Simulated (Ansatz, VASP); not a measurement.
# Se: VASP beside Ansatz

```
CELL_PARAMETERS angstrom
0.00000 1.74310 1.74310
1.74310 0.00000 1.74310
1.74310 1.74310 0.00000
ATOMIC_POSITIONS crystal
Se 0.00000 0.00000 0.00000
```

Change from the starting cell: volume scaled by 0.52, LAPW.

Alike in both runs: task single point; functional PBE; k mesh 15 × 15 × 15; occupations fermi-dirac, width 0.05 eV; no spin polarisation.

|  | VASP | Ansatz |
| --- | --- | --- |
| version | VASP 6.6.1 | Ansatz 0.2.0 |
| potentials or method | VASP PAW PBE potentials, release 64 (Se), cutoff 520 eV | all-electron LAPW, scalar-relativistic |

Ansatz gave:

```
pressure (GPa) : 194.3
```

Q: Which values does VASP return?

A: Pressure (GPa): 196.9.

Both programs put the cell under a high pressure, so it lies far from rest at this level. Ansatz ran all-electron here, and VASP with PAW potentials.

Noted on VASP's run: the cell as given lies far from equilibrium.
